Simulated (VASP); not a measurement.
# BC31 (a cell with a defect) (diamond): single point with PBE

Crystal: BC31 (a cell with a defect) (diamond).

```
B C
1.0
     7.09081    0.00000    0.00000
     0.00000    7.09081    0.00000
     0.00000    0.00000    7.09081
B C
2 62
Direct
  0.01621 0.01621 0.98379
  0.85879 0.85879 0.14121
  0.99980 0.99980 0.49993
  0.99980 0.50007 0.00020
  0.00073 0.49975 0.50025
  0.50007 0.99980 0.00020
  0.49975 0.00073 0.50025
  0.49975 0.49975 0.99927
  0.50023 0.50023 0.49977
  0.00054 0.25166 0.25183
  0.00005 0.25113 0.74887
  0.00751 0.74846 0.25154
  0.00054 0.74817 0.74834
  0.49936 0.25094 0.24996
  0.49976 0.25001 0.74999
  0.50039 0.75035 0.24965
  0.49936 0.75004 0.74906
  0.25166 0.00054 0.25183
  0.25113 0.00005 0.74887
  0.25094 0.49936 0.24996
  0.25001 0.49976 0.74999
  0.74846 0.00751 0.25154
  0.74817 0.00054 0.74834
  0.75035 0.50039 0.24965
  0.75004 0.49936 0.74906
  0.25113 0.25113 0.99995
  0.25001 0.25001 0.50024
  0.25166 0.74817 0.99946
  0.25094 0.75004 0.50064
  0.74817 0.25166 0.99946
  0.75004 0.25094 0.50064
  0.74846 0.74846 0.99249
  0.75035 0.75035 0.49961
  0.12654 0.12654 0.13251
  0.12465 0.12465 0.62539
  0.12683 0.62334 0.12554
  0.12496 0.62406 0.62436
  0.62334 0.12683 0.12554
  0.62406 0.12496 0.62436
  0.62387 0.62387 0.12505
  0.62499 0.62499 0.62476
  0.12496 0.37564 0.37594
  0.12465 0.37461 0.87535
  0.12683 0.87446 0.37666
  0.12654 0.86749 0.87346
  0.62499 0.37524 0.37501
  0.62406 0.37564 0.87504
  0.62387 0.87495 0.37613
  0.62334 0.87446 0.87317
  0.37564 0.12496 0.37594
  0.37461 0.12465 0.87535
  0.37524 0.62499 0.37501
  0.37564 0.62406 0.87504
  0.87446 0.12683 0.37666
  0.86749 0.12654 0.87346
  0.87495 0.62387 0.37613
  0.87446 0.62334 0.87317
  0.37525 0.37525 0.12573
  0.37477 0.37477 0.62523
  0.37493 0.87520 0.12480
  0.37525 0.87427 0.62475
  0.87520 0.37493 0.12480
  0.87427 0.37525 0.62475
  0.87520 0.87520 0.62507
```

| Item | Value |
| --- | --- |
| Program | VASP 6.6.1 |
| Task | single point |
| Functional | PBE |
| Potentials or basis | VASP PAW PBE potentials, release 64 (B, C) |
| Cutoff | 520 eV |
| k mesh | 2 × 2 × 2 |
| Occupations | gaussian, width 0.1 eV |
| Spin | no spin polarisation |
| Dipole correction | no |
| Further INCAR settings | LREAL = Auto; ALGO = Normal; EDIFF = 1e-06; NBANDS = 165 |

```yaml
Pressure: 15.7 GPa
Largest_force: 0.013 eV/Å
Band_gap_on_the_k_mesh: 0.57 eV
```

Forces in eV/Å, atoms in the order of the input:
```
B   -0.004 -0.004  0.004
B    0.004  0.004 -0.004
C    0.006  0.006  0.000
C    0.006  0.000 -0.006
C   -0.008  0.002 -0.002
C    0.000  0.006 -0.006
C    0.002 -0.008 -0.002
C    0.002  0.002  0.008
C   -0.006 -0.006  0.006
C   -0.006 -0.001 -0.003
C   -0.004  0.000  0.000
C    0.005  0.008 -0.008
C   -0.006  0.003  0.001
C    0.000  0.001 -0.002
C   -0.004  0.000  0.000
C   -0.002  0.002 -0.002
C    0.000  0.002 -0.001
C   -0.001 -0.006 -0.003
C    0.000 -0.004  0.000
C    0.001  0.000 -0.002
C    0.000 -0.004  0.000
C    0.008  0.005 -0.008
C    0.003 -0.006  0.001
C    0.002 -0.002 -0.002
C    0.002  0.000 -0.001
C    0.000  0.000  0.004
C    0.000  0.000  0.004
C   -0.001  0.003  0.006
C    0.001  0.002  0.000
C    0.003 -0.001  0.006
C    0.002  0.001  0.000
C    0.008  0.008 -0.005
C    0.002  0.002  0.002
C   -0.008 -0.008  0.005
C   -0.002 -0.002 -0.002
C   -0.003  0.001 -0.006
C   -0.002 -0.001  0.000
C    0.001 -0.003 -0.006
C   -0.001 -0.002  0.000
C    0.000  0.000 -0.004
C    0.000  0.000 -0.004
C   -0.002  0.000  0.001
C   -0.002  0.002  0.002
C   -0.003  0.006 -0.001
C   -0.008 -0.005  0.008
C    0.000  0.004  0.000
C   -0.001  0.000  0.002
C    0.000  0.004  0.000
C    0.001  0.006  0.003
C    0.000 -0.002  0.001
C    0.002 -0.002  0.002
C    0.004  0.000  0.000
C    0.000 -0.001  0.002
C    0.006 -0.003 -0.001
C   -0.005 -0.008  0.008
C    0.004  0.000  0.000
C    0.006  0.001  0.003
C   -0.002 -0.002 -0.008
C    0.006  0.006 -0.006
C    0.000 -0.006  0.006
C   -0.002  0.008  0.002
C   -0.006  0.000  0.006
C    0.008 -0.002  0.002
C   -0.006 -0.006  0.000
```

Stress tensor (GPa, compression positive):
```
15.71 -1.43  1.43
-1.43 15.71  1.43
 1.43  1.43 15.71
```

Levels at points of the mesh, in eV from the valence-band top:
| k point | band 124 | band 125 | band 126 | band 127 | band 128 | band 129 | band 130 | band 131 |
| --- | --- | --- | --- | --- | --- | --- | --- | --- |
| (0.00, 0.00, 0.00) | -2.28 | -0.85 | 0.00 | 0.00 | 1.30 | 4.33 | 4.40 | 4.40 |
| (0.50, 0.00, 0.00) | -1.66 | -1.63 | -1.28 | -1.25 | 0.57 | 4.13 | 4.20 | 5.15 |
| (0.50, 0.50, 0.00) | -1.46 | -0.93 | -0.76 | -0.64 | 0.74 | 5.51 | 5.62 | 5.78 |
| (0.50, 0.50, 0.50) | -1.55 | -1.55 | -1.28 | -1.28 | 0.87 | 5.68 | 5.92 | 5.92 |

Wall time 4 min on 1 thread of Intel(R) Xeon(R) 6975P-C (Granite Rapids), with other jobs on the host, peak memory 0.45 GiB.

Caveat: the k points lie up to 0.44 Å⁻¹ apart.
